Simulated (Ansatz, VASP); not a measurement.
Ta in VASP and in Ansatz

```xyz
1
Lattice="2.6920 0.0000 0.0000 0.0000 2.6920 0.0000 0.0000 0.0000 2.6920" Properties=species:S:1:pos:R:3 pbc="T T T"
Ta    0.0000    0.0000    0.0000
```

Alike in both runs: task relaxation of cell and atoms; functional RPBE; k mesh 12 × 12 × 12; occupations fermi-dirac, width 0.1 eV; no spin polarisation.

```csv
,VASP,Ansatz
version,VASP 6.6.1,Ansatz 0.2.0
potentials or method,"VASP PAW PBE potentials, release 64 (Ta_pv), cutoff 600 eV","plane waves (420 eV) with PAW, scalar-relativistic"
valence electrons in the cell,11,13
```

Ansatz gave:

- relaxed volume (Å³/atom): 21.03
- relaxed cell length with the largest relative difference (Å): 2.760

Problem. Estimate VASP's values.

Solution. Relaxed volume (Å³/atom): 21.04; relaxed cell length with the largest relative difference (Å): 2.761.

VASP's potentials were made for PBE, not for RPBE. VASP's potentials hold 11 valence electrons a cell and Ansatz's 13, so a difference there can come from the potentials and not from the codes.

Neither program's run includes spin-orbit coupling.
